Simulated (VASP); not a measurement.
Be4Mo:

```
Be Mo
1.0
     3.13341    0.00000    0.00000
    -1.56670    2.71361    0.00000
     0.00000    0.00000    6.35062
Be Mo
4 1
Direct
  0.50000 0.00000 0.78585
  0.00000 0.50000 0.78585
  0.50000 0.50000 0.78585
  0.00000 0.00000 0.93022
  0.00000 0.00000 0.36338
```

The cell was generated, and may not be a known phase.

- Program: VASP 6.6.1
- Task: relaxation of cell and atoms
- Functional: PBE
- Potentials or basis: VASP PAW PBE potentials, release 64 (Be, Mo_sv)
- Cutoff: 600 eV
- k mesh: 6 × 6 × 4
- Occupations: gaussian, width 0.1 eV
- Spin: no spin polarisation

At the start: pressure 51.3 GPa; volume 10.80 Å³/atom.

**Question.** Where does the relaxation end?

**Answer.** Over 19 steps the energy falls by 1967.7 meV/atom and the volume is 13.14 Å³/atom (+21.6 %); space group P6mm (No. 183, to 0.1 Å) before and after.

Step by step:
```
step  energy change (eV)  largest force (eV/Å)  pressure (GPa)  volume (Å³)
   1              0.0000                6.2526           51.29        54.00
   2             -5.8540                1.6124           -8.76        84.14
   3             -5.8500                1.4931           -7.16        81.45
   4             -5.8574                1.5510           -7.94        82.72
   5             -7.2598                3.0646           -7.54        76.03
   6             -5.8956               12.8163           35.71        53.01
   7             -8.1679                5.4133           -3.26        68.26
   8             -8.0982                9.8224            9.62        60.42
   9             -8.3493                7.5595            2.23        64.03
  10             -8.7097                6.9501            3.74        62.75
  11             -9.0407                3.9488           13.46        58.75
  12             -9.0809                5.0645           10.28        59.72
  13             -9.3437                3.8696            8.00        60.65
  14             -9.7721                1.1368            2.78        63.46
  15             -9.8301                0.3422            1.18        64.69
  16             -9.8380                0.0483            0.48        65.34
  17             -9.8380                0.0807            0.35        65.45
  18             -9.8382                0.0547            0.22        65.53
  19             -9.8384                0.0036           -0.04        65.68
```

Final structure:
```yaml
crystal:
  lattice:
    - [4.12138, 0.00000, 0.00000]
    - [-2.06069, 3.56922, 0.00000]
    - [0.00000, 0.00000, 4.46501]
  atoms:
    - { symbol: Be, position: [0.50000, 0.00000, 0.75992] }
    - { symbol: Be, position: [0.00000, 0.50000, 0.75992] }
    - { symbol: Be, position: [0.50000, 0.50000, 0.75992] }
    - { symbol: Be, position: [0.00000, 0.00000, 0.92709] }
    - { symbol: Mo, position: [0.00000, 0.00000, 0.44430] }
```

Caveat: the k points lie up to 0.35 Å⁻¹ apart in the final cell, too coarse for converged energies and pressures of a metal; the volume moved by over 15 % at a fixed basis, so the end points are rough.
